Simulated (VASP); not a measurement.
A run of VASP 6.6.1:

INCAR

```
SYSTEM = La
PREC = Accurate ; ENCUT = 520
EDIFF = 1E-6 ; ISMEAR = 0
SIGMA = 0.15 ; LREAL = .FALSE.
LASPH = .TRUE. ; NELM = 80
ALGO = Fast ; ISIF = 2
LWAVE = .FALSE. ; LCHARG = .FALSE.
GGA = PS ; NBANDS = 30
```

KPOINTS

```
Automatic mesh
0
G
  12 12 4
  0 0 0
```

POSCAR

```
La
1.0
    3.6612629057      0.0000000000      0.0000000000
   -1.8306314528      3.1707466863      0.0000000000
    0.0000000000      0.0000000000     12.8351000000
La
4
Direct
    0.0000000000      0.0000000000      0.0000000000
    0.0000000000      0.0000000000      0.5000000000
    0.3333333333      0.6666666667      0.2500000000
    0.6666666667      0.3333333333      0.7500000000
```

Potentials or basis: VASP PAW PBE potentials, release 64 (La).

Launch:

```bash
$ cat potpaw_PBE.64/La/POTCAR > POTCAR
$ mpirun -np 1 vasp_std > vasp.out
```

Hardware: 1 thread of Intel Xeon 8259CL, on a shared host.

Question: Estimate the wall time of this run.

Answer: Run time: 45 min on 1 thread of Intel Xeon 8259CL, on a shared host, peak memory 0.4 GiB. Counts: scf iterations 61, k points 57.
